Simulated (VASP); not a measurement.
Wanted: the native input for a VASP 6.6.1 run.

```
Task                               : single point
Functional                         : HSE06
Potentials or basis                : VASP PAW PBE potentials, release 64 (Li_sv, Nb_sv, O)
Cutoff                             : 520 eV
k mesh                             : 3 × 3 × 3
Occupations                        : gaussian, width 0.01 eV
Spin                               : no spin polarisation
Dipole correction                  : no
Grid for exact exchange (PRECFOCK) : Fast
Further INCAR settings             : ALGO = Normal; EDIFF = 1e-07; NBANDS = 45
Share of exact exchange            : 0.25
Screening parameter                : 0.2079 1/Å
```

Crystal: LiNbO3.

```
Li Nb O
1.0
     2.57565    1.48705    4.62180
    -2.57565    1.48705    4.62180
     0.00000   -2.97410    4.62180
Li Nb O
2 2 6
Direct
  0.30210 0.30210 0.30210
  0.80210 0.80210 0.80210
  0.01920 0.01920 0.01920
  0.51920 0.51920 0.51920
  0.13110 0.37830 0.74050
  0.74050 0.13110 0.37830
  0.37830 0.74050 0.13110
  0.24050 0.87830 0.63110
  0.87830 0.63110 0.24050
  0.63110 0.24050 0.87830
```

The input as run:

POSCAR

```
LiNbO3
1.0
    2.5756485575      1.4870513880      4.6218000000
   -2.5756485575      1.4870513880      4.6218000000
    0.0000000000     -2.9741027760      4.6218000000
Li Nb O
2 2 6
Direct
    0.3021000000      0.3021000000      0.3021000000
    0.8021000000      0.8021000000      0.8021000000
    0.0192000000      0.0192000000      0.0192000000
    0.5192000000      0.5192000000      0.5192000000
    0.1311000000      0.3783000000      0.7405000000
    0.7405000000      0.1311000000      0.3783000000
    0.3783000000      0.7405000000      0.1311000000
    0.2405000000      0.8783000000      0.6311000000
    0.8783000000      0.6311000000      0.2405000000
    0.6311000000      0.2405000000      0.8783000000
```

INCAR.step1

```
SYSTEM = LiNbO3
PREC = Accurate
ENCUT = 520
EDIFF = 1E-5
ISMEAR = 0
SIGMA = 0.01
LREAL = .FALSE.
LASPH = .TRUE.
NELM = 80
ALGO = Normal
ISIF = 2
LWAVE = .TRUE.
LCHARG = .FALSE.
GGA = PE
NBANDS = 45
KPAR = 2
```

INCAR.step2

```
SYSTEM = LiNbO3
PREC = Accurate
ENCUT = 520
EDIFF = 1E-7
ISMEAR = 0
SIGMA = 0.01
LREAL = .FALSE.
LASPH = .TRUE.
NELM = 80
ALGO = Normal
ISIF = 2
LWAVE = .FALSE.
LCHARG = .FALSE.
GGA = PE
LHFCALC = .TRUE.
HFSCREEN = 0.2079
PRECFOCK = Fast
ISTART = 1
NBANDS = 45
KPAR = 2
```

KPOINTS

```
Automatic mesh
0
G
  3 3 3
  0 0 0
```

Potentials or basis: VASP PAW PBE potentials, release 64 (Li_sv, Nb_sv, O).

Command:

```sh
$ cat potpaw_PBE.64/Li_sv/POTCAR potpaw_PBE.64/Nb_sv/POTCAR potpaw_PBE.64/O/POTCAR > POTCAR
$ cp INCAR.step1 INCAR
$ mpirun -np 2 vasp_std > vasp.out
$ cp INCAR.step2 INCAR
$ mpirun -np 2 vasp_std > vasp.out
```

Results of the run:

```json
{
 "Largest force": "0.260 eV/Å",
 "Band gap on the k mesh": "5.00 eV"
}
```

Caveat: the k points lie up to 0.49 Å⁻¹ apart; the PAW data sets were made with another functional, which shifts forces and pressure a little.

It took 33 min on 2 MPI ranks on Intel(R) Xeon(R) Platinum 8375C CPU @ 2.90GHz (Ice Lake), on a shared host, peak memory 0.37 GiB a rank.
